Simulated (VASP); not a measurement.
KI:

```
K I
1.0
     6.09111    0.00000    0.00000
    -3.04555    5.27505    0.00000
     0.00000    0.00000    7.11751
K I
2 2
Cartesian
  0.0000 3.5167 -0.4448
  3.0456 1.7584 3.1139
  0.0000 3.5167 3.1139
  3.0456 1.7584 6.6727
```

| Property | Result |
| --- | --- |
| Program | VASP 6.6.1 |
| Task | relaxation of cell and atoms |
| Functional | PBEsol |
| Potentials or basis | VASP PAW PBE potentials, release 64 (K_sv, I) |
| Cutoff | 600 eV |
| k mesh | 6 × 6 × 4 |
| Occupations | fermi-dirac, width 0.02 eV |
| Spin | no spin polarisation |

At the start: pressure -0.5 GPa; volume 57.17 Å³/atom.

Problem. How do energy, volume and symmetry change on relaxing?

Solution. Over 13 steps the energy falls by 5.1 meV/atom and the volume is 54.01 Å³/atom (-5.5 %); space group P6_3/mmc (No. 194, to 0.05 Å).

Step by step:
| step | energy change (eV) | largest force (eV/Å) | pressure (GPa) | volume (Å³) |
| --- | --- | --- | --- | --- |
| 1 | 0.0000 | 0.0000 | -0.47 | 228.69 |
| 2 | -0.0136 | 0.0000 | -0.29 | 223.16 |
| 3 | -0.0205 | 0.0000 | -0.03 | 216.61 |
| 4 | -0.0205 | 0.0000 | 0.00 | 215.90 |
| 5 | -0.0205 | 0.0000 | 0.02 | 216.15 |
| 6 | -0.0205 | 0.0000 | -0.03 | 216.37 |
| 7 | -0.0205 | 0.0000 | -0.03 | 216.33 |
| 8 | -0.0205 | 0.0000 | -0.02 | 216.29 |
| 9 | -0.0205 | 0.0000 | -0.02 | 216.24 |
| 10 | -0.0205 | 0.0000 | -0.02 | 216.09 |
| 11 | -0.0205 | 0.0000 | -0.02 | 216.17 |
| 12 | -0.0205 | 0.0000 | -0.02 | 216.20 |
| 13 | -0.0206 | 0.0000 | -0.01 | 216.03 |

Final structure:
```cif
data_structure
_symmetry_space_group_name_H-M 'P 1'
_symmetry_Int_Tables_number 1
_cell_length_a 5.9856
_cell_length_b 5.9856
_cell_length_c 6.9626
_cell_angle_alpha 90.000
_cell_angle_beta 90.000
_cell_angle_gamma 120.000
_cell_volume 216.03
loop_
_atom_site_label
_atom_site_type_symbol
_atom_site_fract_x
_atom_site_fract_y
_atom_site_fract_z
_atom_site_occupancy
K1 K 0.33333 0.66667 0.93750 1
K2 K 0.66667 0.33333 0.43750 1
I1 I 0.33333 0.66667 0.43750 1
I2 I 0.66667 0.33333 0.93750 1
```

Caveat: the PAW data sets were made with another functional, which shifts forces and pressure a little.
